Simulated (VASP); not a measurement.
# Pt (R-3m) in VASP: further runs

Pt is run at these levels: r2SCAN; tasks: single point.

Program: VASP 6.6.1. These are calculated values, not measurements. Logs are shortened: lines on timing, memory, paths and dates and some standing lists are left out, and cuts for length are marked.

**1. The cell of the first run**

The typed cell holds 3 atoms: a = 2.784 Å, b = 2.784 Å, c = 6.834 Å, α = 90.00°, β = 90.00°, γ = 120.00°.

**2. Single point, r2SCAN**

Contents of POSCAR:

```
Pt
1.0
    2.7836615927      0.0000000000      0.0000000000
   -1.3918307963      2.4107216548      0.0000000000
    0.0000000000      0.0000000000      6.8344885401
Pt
3
Direct
    0.0000000000      0.0000000000      0.0000000000
    0.3333333333      0.6666666667      0.3333333333
    0.6666666667      0.3333333333      0.6666666667
```

Contents of INCAR.step1:

```
  ALGO = Normal
  EDIFF = 1E-4
  ENCUT = 520
  GGA = PE
  ISMEAR = 1
  LASPH = True
  LCHARG = False
  LREAL = False
  LWAVE = True
  NBANDS = 22
  NELM = 80
  PREC = Accurate
  SIGMA = 0.1
```

Contents of INCAR.step2:

```
  ALGO = Normal
  EDIFF = 1E-7
  ENCUT = 520
  ISIF = 2
  ISMEAR = 1
  ISTART = 1
  LASPH = True
  LCHARG = False
  LMIXTAU = True
  LREAL = False
  LWAVE = False
  METAGGA = R2SCAN
  NBANDS = 22
  NELM = 80
  PREC = Accurate
  SIGMA = 0.1
```

Contents of KPOINTS:

```
k-points
0
Gamma
  18 18 8
```

Potentials or basis: VASP PAW PBE potentials, release 64 (Pt).

Run with:

```sh
cat potpaw_PBE.64/Pt/POTCAR > POTCAR
cp INCAR.step1 INCAR
mpirun -np 1 vasp_std > vasp.out
cp INCAR.step2 INCAR
mpirun -np 1 vasp_std > vasp.out
```

OUTCAR:

```text
EDIFF = 1E-7
   ENCUT = 520
   ISIF = 2
   ISMEAR = 1
   ISTART = 1
   LASPH = True
   LREAL = False
   METAGGA = R2SCAN
   NELM = 80
   PREC = Accurate

 ion  position               nearest neighbor table
   1  0.000  0.000  0.000-   2 2.79   3 2.79   2 2.79   3 2.79   3 2.79   2 2.79
   2  0.333  0.667  0.333-   1 2.79   1 2.79   1 2.79   3 2.79   3 2.79   3 2.79
   3  0.667  0.333  0.667-   1 2.79   1 2.79   1 2.79   2 2.79   2 2.79   2 2.79

  LATTYP: Found a hexagonal cell.
 ALAT       =     2.7836615927
 C/A-ratio  =     2.4552153028

  Lattice vectors:

 A1 = (   2.7836615927,   0.0000000000,   0.0000000000)
 A2 = (  -1.3918307963,   2.4107216548,   0.0000000000)
 A3 = (   0.0000000000,   0.0000000000,   6.8344885401)

Analysis of symmetry for initial positions (statically):
=====================================================================
 Subroutine PRICEL returns following result:

  LATTYP: Found a trigonal (rhomboedric) cell.
 ALAT       =     2.7880010597
 COS(alpha) =     0.5015552684

  Lattice vectors:

 A1 = (   1.3918307962,  -0.8035738849,   2.2781628465)
 A2 = (  -0.0000000001,   1.6071477699,   2.2781628465)
 A3 = (  -1.3918307961,  -0.8035738851,   2.2781628472)

   3 primitive cells build up your supercell.

 Routine SETGRP: Setting up the symmetry group for a
 hexagonal supercell.

 Subroutine GETGRP returns: Found 12 space group operations
 (whereof 12 operations were pure point group operations)
 out of a pool of 24 trial point group operations.

The static configuration has the point symmetry D_3d.

Analysis of symmetry for dynamics (positions and initial velocities):
=====================================================================
 Subroutine PRICEL returns following result:

  LATTYP: Found a trigonal (rhomboedric) cell.
 ALAT       =     2.7880010597
 COS(alpha) =     0.5015552684

  Lattice vectors:

 A1 = (   1.3918307962,  -0.8035738849,   2.2781628465)
 A2 = (  -0.0000000001,   1.6071477699,   2.2781628465)
 A3 = (  -1.3918307961,  -0.8035738851,   2.2781628472)

   3 primitive cells build up your supercell.

 Routine SETGRP: Setting up the symmetry group for a
 hexagonal supercell.

 Subroutine GETGRP returns: Found 12 space group operations
 (whereof 12 operations were pure point group operations)
 out of a pool of 24 trial point group operations.

The dynamic configuration has the point symmetry D_3d.

 Subroutine INISYM returns: Found 12 space group operations
 (whereof 12 operations are pure point group operations),
 and found     3 'primitive' translations

----------------------------------------------------------------------------------------

                                     Primitive cell

  volume of cell :      15.2879

  direct lattice vectors                    reciprocal lattice vectors
     1.391830796 -0.803573885  2.278162846     0.359239069 -0.207406773  0.146316728
    -0.000000000  1.607147770  2.278162846    -0.000000000  0.414813547  0.146316728
    -1.391830796 -0.803573885  2.278162847    -0.359239069 -0.207406773  0.146316728

  length of vectors
     2.788001060  2.788001060  2.788001060     0.439862323  0.439862323  0.439862323

  position of ions in fractional coordinates (direct lattice)
     0.000000000  0.000000000  0.000000000

  ion indices of the primitive-cell ions
   primitive index   ion index
                 1           1

----------------------------------------------------------------------------------------

 KPOINTS: k-points

Automatic generation of k-mesh.
 Grid dimensions read from file:
 generate k-points for:   18   18    8

 Generating k-lattice:

  Cartesian coordinates                     Fractional coordinates (reciprocal lattice)
     0.019957726  0.011522599  0.000000000     0.055555556  0.000000000  0.000000000
     0.000000000  0.023045197  0.000000000     0.000000000  0.055555556  0.000000000
     0.000000000  0.000000000  0.018289591     0.000000000  0.000000000  0.125000000

  Length of vectors
     0.023045197  0.023045197  0.018289591

  Shift w.r.t. Gamma in fractional coordinates (k-lattice)
     0.000000000  0.000000000  0.000000000

 Subroutine IBZKPT returns following result:
 ===========================================

 Found    266 irreducible k-points:

 Following reciprocal coordinates:
            Coordinates               Weight
  0.000000  0.000000  0.000000      1.000000
  0.055556 -0.000000  0.000000      6.000000
  0.111111 -0.000000  0.000000      6.000000
  0.166667  0.000000  0.000000      6.000000
  0.222222  0.000000  0.000000      6.000000
  0.277778  0.000000  0.000000      6.000000
[... 16 lines left out ...]
  0.333333  0.111111  0.000000     12.000000
  0.388889  0.111111  0.000000     12.000000
 [... further k-points ...]
   k-points           NKPTS =    266   k-points in BZ     NKDIM =    266   number of bands    NBANDS=     22
   number of dos      NEDOS =    301   number of ions     NIONS =      3
   total plane-waves  NPLWV =  31104
   dimension x,y,z NGX =    24 NGY =   24 NGZ =   54
   dimension x,y,z NGXF=    48 NGYF=   48 NGZF=  108
   ions per type =               3
   NGX,Y,Z   is equivalent  to a cutoff of  14.33, 14.33, 13.14 a.u.
   NGXF,Y,Z  is equivalent  to a cutoff of  28.67, 28.67, 26.27 a.u.
 SYSTEM =  unknown system
   PREC   = accura    normal or accurate (medium, high low for compatibility)
   ISTART =      1    job   : 0-new  1-cont  2-samecut
   ICHARG =      0    charge: 1-file 2-atom 10-const
   ISPIN  =      1    spin polarized calculation?
   LNONCOLLINEAR =      F non collinear calculations
   LSORBIT =      F    spin-orbit coupling
   LASPH  =      T    aspherical Exc in radial PAW
   ENCUT  =  520.0 eV  38.22 Ry    6.18 a.u.   5.18  5.18 12.71*2*pi/ulx,y,z
   NELM   =     80;   NELMIN=  2; NELMDL=  0     # of ELM steps
   EDIFF  = 0.1E-06   stopping-criterion for ELM
   LREAL  =      F    real-space projection
   EDIFFG = 0.1E-05   stopping-criterion for IOM
   NSW    =      0    number of steps for IOM
   IBRION =     -1    ionic relax: 0-MD 1-quasi-New 2-CG
   NFREE  =      0    steps in history (QN), initial steepest desc. (CG)
   ISIF   =      2    stress and relaxation
   ISYM   =      2    0-nonsym 1-usesym 2-fastsym
   POTIM  = 0.5000    time-step for ionic-motion
   TEBEG  =    0.0;   TEEND  =   0.0 temperature during run
   PSTRESS=    0.0 pullay stress
   NELECT =      30.0000    total number of electrons
   NUPDOWN=      -1.0000    fix difference up-down
   EMIN   =  10.00;   EMAX   =-10.00  energy-range for DOS
   EFERMI =   0.00;   METHOD = LEGACY
   ISMEAR =     1;   SIGMA  =   0.10  broadening in eV -4-tet -1-fermi 0-gaus
   EFERMI_NEDOS =   21; number of points for ismear=-14 and -15
   IALGO  =     38    algorithm
   IMIX   =      4    mixing-type and parameters
     AMIX     =   0.40;   BMIX     =  1.00
     AMIX_MAG =   1.60;   BMIX_MAG =  1.00
  volume/ion in A,a.u.               =      15.29       103.17
  Fermi-wavevector in a.u.,A,eV,Ry     =   1.421103  2.685494 27.477406  2.019532
  Thomas-Fermi vector in A             =   2.541948
   LORBIT       =      0    0 simple, 1 ext, 2 COOP (PROOUT), +10 PAW based schemes
   METAGGA = R2SCAN    functional components
   LHFCALC =     F    Hartree Fock is set to
   AEXX    =    0.0000 exact exchange contribution
   IVDW    =     0    specifies the selected vdW correction
   LEPSILON=     F    determine dielectric tensor
   LRPA    =     F    only Hartree local field effects (RPA)
 non-spin polarized calculation
 Methfessel and Paxton  Order N= 1 SIGMA  =   0.10
  energy-cutoff  :      520.00
  volume of cell :       45.86
 maximum number of plane-waves:      1256
 NGX is ok and might be reduce to    24
   NGX = 11   NGY = 11   NGZ = 25

 number of electron      30.0000000 magnetization

 Free energy of the ion-electron system (eV)
  ---------------------------------------------------
  ext. energy  EPLUGINS =         0.00000000
  ---------------------------------------------------
  free energy    TOTEN  =      -154.49551708 eV

  energy without entropy =     -154.49377529  energy(sigma->0) =     -154.49493648

 E-fermi :  10.7505     XC(G=0): -14.5389

 val. band max:       10.7500935703   @ k =   0.2778   0.0556   0.3750
 cond. band min:      10.7517653615   @ k =  -0.1111   0.4444   0.3750
 fundamental gap:      0.0016717912
 Fermi energy:        10.7505014644

 k-point     1 :       0.0000    0.0000    0.0000
  band No.  band energies     occupation
      1       0.4168      2.00000
      2       3.1623      2.00000
      3       3.1623      2.00000
      4       6.9078      2.00000
      5       6.9325      2.00000
      6       6.9325      2.00000
[... 14 lines left out ...]
     21      26.2746      0.00000
     22      27.0911      0.00000

 k-point     2 :       0.0556   -0.0000    0.0000
  band No.  band energies     occupation
      1       0.5311      2.00000
      2       3.2704      2.00000
      3       3.2746      2.00000
      4       6.8744      2.00000
      5       6.9550      2.00000
      6       6.9847      2.00000
[... 14 lines left out ...]
     21      26.4501      0.00000
     22      27.2371      0.00000

 k-point     3 :       0.1111   -0.0000    0.0000
  band No.  band energies     occupation
      1       0.8658      2.00000
      2       3.5664      2.00000
      3       3.6050      2.00000
      4       6.7172      2.00000
      5       6.7356      2.00000
      6       6.7718      2.00000
[... 14 lines left out ...]
     21      26.9393      0.00000
     22      27.4359      0.00000

 k-point     4 :       0.1667    0.0000    0.0000
  band No.  band energies     occupation
      1       1.3939      2.00000
      2       3.9530      2.00000
      3       4.1158      2.00000
      4       6.0880      2.00000
      5       6.3881      2.00000
      6       6.5063      2.00000
[... 14 lines left out ...]
     21      26.6390      0.00000
     22      27.6021      0.00000

 k-point     5 :       0.2222    0.0000    0.0000
  band No.  band energies     occupation
      1       2.0608      2.00000
      2       4.2296      2.00000
      3       4.6812      2.00000
      4       5.4715      2.00000
      5       6.0914      2.00000
      6       6.3109      2.00000
[... 14 lines left out ...]
     21      24.8958      0.00000
     22      26.7395      0.00000

 k-point     6 :       0.2778    0.0000    0.0000
  band No.  band energies     occupation
      1       2.7678      2.00000
      2       4.2340      2.00000
      3       4.9203      2.00000
      4       4.9449      2.00000
      5       6.1698      2.00000
      6       6.2227      2.00000
[... 14 lines left out ...]
     21      23.9510      0.00000
     22      25.0976      0.00000

 k-point     7 :       0.3333    0.0000    0.0000
  band No.  band energies     occupation
      1       3.3662      2.00000
      2       4.0493      2.00000
      3       4.5395      2.00000
      4       4.7421      2.00000
      5       6.1591      2.00000
      6       6.3459      2.00000
[... 324 lines left out ...]
      6       6.2059      2.00000
[... 14 lines left out ...]
     21      24.8201      0.00000
     22      25.6045      0.00000

 k-point    21 :       0.2222    0.1111    0.0000
  band No.  band energies     occupation
      1       3.0735      2.00000
      2       4.5852      2.00000
      3       5.0417      2.00000
      4       5.1482      2.00000
      5       5.8737      2.00000
      6       6.0541      2.00000
[... 14 lines left out ...]
     21      23.8968      0.00000
     22      24.4258      0.00000

 k-point    22 :       0.2778    0.1111    0.0000
  band No.  band energies     occupation
      1       3.6947      2.00000
      2       4.3364      2.00000
      3       4.7015      2.00000
      4       4.9627      2.00000
      5       5.9081      2.00000
      6       6.1837      2.00000
[... 14 lines left out ...]
     21      23.3567      0.00000
     22      23.5277      0.00000

 k-point    23 :       0.3333    0.1111    0.0000
  band No.  band energies     occupation
      1       4.0734      2.00000
      2       4.0833      2.00000
      3       4.4642      2.00000
      4       4.7379      2.00000
      5       5.8685      2.00000
      6       6.5080      2.00000
[... 14 lines left out ...]
     21      21.4214      0.00000
     22      23.0432      0.00000

 k-point    24 :       0.3889    0.1111    0.0000
  band No.  band energies     occupation
      1       3.8965      2.00000
      2       4.2757      2.00000
      3       4.3174      2.00000
      4       4.5493      2.00000
      5       5.9325      2.00000
      6       6.3293      2.00000
[... 14 lines left out ...]
     21      19.6277      0.00000
     22      22.5305      0.00000

 [... further k-points ...]

------------------------ aborting loop because EDIFF is reached ----------------------------------------

  FORCE on cell =-STRESS in cart. coord.  units (eV):
  Direction    XX          YY          ZZ          XY          YZ          ZX
  --------------------------------------------------------------------------------------
  -------------------------------------------------------------------------------------
  Total        0.2031957      0.2031957      0.1911195      0.0000000      0.0000000      0.0000000
  in kB        7.0983208      7.0983208      6.6764554      0.0000000      0.0000000      0.0000000
  external PRESSURE =       6.9576990 kB  Pullay stress =       0.0000000 kB

 VOLUME and BASIS-vectors are now :
 -----------------------------------------------------------------------------
  energy-cutoff  :      520.00
  volume of cell :       45.86
      direct lattice vectors                 reciprocal lattice vectors
     2.783661593  0.000000000  0.000000000     0.359239069  0.207406773  0.000000000
    -1.391830796  2.410721655  0.000000000     0.000000000  0.414813547  0.000000000
     0.000000000  0.000000000  6.834488540     0.000000000  0.000000000  0.146316728

 POSITION                                       TOTAL-FORCE (eV/Angst)
 -----------------------------------------------------------------------------------
      0.00000      0.00000      0.00000         0.000000      0.000000      0.000000
     -0.00000      1.60715      2.27816         0.000000      0.000000      0.000000
      1.39183      0.80357      4.55633        -0.000000     -0.000000     -0.000000
 -----------------------------------------------------------------------------------
    total drift:                               -0.000000      0.000000      0.000000

  FREE ENERGIE OF THE ION-ELECTRON SYSTEM (eV)
  ---------------------------------------------------
  free  energy   TOTEN  =      -154.4955170825 eV

  energy  without entropy=     -154.4937752881  energy(sigma->0) =     -154.49493648
```

Wall time 15 min (1 thread of Oxide Virtual Turin-like, shared host); peak memory 0.31 GiB.

What came out:

* Free energy: -154.4955 eV
* Pressure: 0.7 GPa
* Band gap on the k mesh: zero (bands 15 and 16 overlap by 1.96 eV)

Caveat: the PAW data sets were made with another functional, which shifts forces and pressure a little; spin-orbit coupling is left out, which moves the levels of the heavy elements.

**3. Single point, r2SCAN**

This run uses another cell than the first one, of 15.38 Å³/atom.

Contents of POSCAR:

```
Pt
1.0
    2.8114982086      0.0000000000      0.0000000000
   -1.4057491043      2.4348288714      0.0000000000
    0.0000000000      0.0000000000      6.7392841121
Pt
3
Direct
    0.0000000000      0.0000000000      0.0000000000
    0.3333333333      0.6666666667      0.3333333333
    0.6666666667      0.3333333333      0.6666666667
```

Contents of INCAR.step1:

```
ALGO = Normal ; EDIFF = 1E-4
ENCUT = 520 ; GGA = PE
ISMEAR = 1 ; LASPH = T
LCHARG = F ; LREAL = F
LWAVE = T ; NBANDS = 22
NELM = 100 ; PREC = Accurate
SIGMA = 0.1
```

Contents of INCAR.step2:

```
ALGO = Normal ; EDIFF = 1E-6
ENCUT = 520 ; ISIF = 2
ISMEAR = 1 ; ISTART = 1
LASPH = T ; LCHARG = F
LMIXTAU = T ; LREAL = F
LWAVE = F ; METAGGA = R2SCAN
NBANDS = 22 ; NELM = 100
PREC = Accurate ; SIGMA = 0.1
```

KPOINTS is that of step 2.

Potentials or basis: VASP PAW PBE potentials, release 64 (Pt).

Run with:

```sh
cat potpaw_PBE.64/Pt/POTCAR > POTCAR
cp INCAR.step1 INCAR
mpirun -np 1 vasp_std > vasp.out
cp INCAR.step2 INCAR
mpirun -np 1 vasp_std > vasp.out
```

It took 13 min on 1 thread of Oxide Virtual Turin-like, shared host; peak memory 0.3 GiB.

The run converged. Its results:

| Item | Value |
| --- | --- |
| Free energy | -154.4904 eV |
| Pressure | -0.8 GPa |
| Band gap on the k mesh | zero (bands 15 and 16 overlap by 1.97 eV) |

Stress tensor (GPa, compression positive):
```
-1.54  0.00  0.00
 0.00 -1.54  0.00
 0.00  0.00  0.73
```

Levels at points of the mesh, in eV from the Fermi level:
```tsv
k point	band 11	band 12	band 13	band 14	band 15	band 16	band 17	band 18	band 19	band 20
(0.00, 0.00, 0.00)	-3.12	-3.12	-1.69	-1.69	-0.88	-0.88	-0.88	-0.88	11.18	11.18
(0.50, 0.00, 0.00)	-0.07	-0.01	-0.01	0.49	0.53	1.99	2.57	2.57	6.70	6.70
(0.00, 0.00, 0.50)	-3.47	-1.86	-1.86	-1.86	-1.86	-0.03	0.09	0.09	6.33	15.02
(0.50, 0.00, 0.50)	-1.21	-0.27	-0.08	0.08	0.17	0.17	3.10	3.10	5.91	8.99
```

Caveat: the PAW data sets were made with another functional, which shifts forces and pressure a little; spin-orbit coupling is left out, which moves the levels of the heavy elements.
